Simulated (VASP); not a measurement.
Runs of VASP 6.6.1 on TaN. The structure is that of space group Fm-3m (No. 225), or close to it. The cells are those of the table. 

```tsv
task	spin	cell	cutoff (eV)	gap on the mesh (eV)	pressure (GPa)	moment (μB)	relaxed volume (Å³/atom)
single point	non-collinear, zero start, SOC	a = 3.124 Å, angles 60.0°, 2 atoms	520	-	(b)	0.00	-
relaxation of cell and atoms	non-collinear, zero start, SOC	relaxed from a = 3.123 Å, angles 60.0°, 2 atoms	600	-	0.0	0.00	10.82
electric field gradients	off	a = 3.123 Å, angles 60.0°, 2 atoms	520	none	0.8	-	-
relaxation of cell and atoms	off	relaxed from a = 3.123 Å, angles 60.0°, 2 atoms	600	none	0.0	-	10.79
single point	non-collinear, zero start, SOC	a = 3.123 Å, angles 60.0°, 2 atoms	520	-	1.4	0.00	-
relaxation of cell and atoms	off	relaxed from a = 3.082 Å, angles 60.0°, 2 atoms	600	none	-0.1	-	(a)
```

Alike in all rows: level PBE; potentials or basis VASP PAW PBE potentials, release 64 (Ta_pv, N); k mesh 11 × 11 × 11; smearing fermi-dirac 0.02 eV.

Fill in the values left out.

(a) 10.80; (b) 1.3.

Caveats: spin-orbit coupling is left out, which moves the levels of the heavy elements (some runs).

A k mesh can miss the band edges, and rows without SOC leave out spin-orbit coupling on Ta.

A gap of «none» marks levels without a gap at the run's occupations.
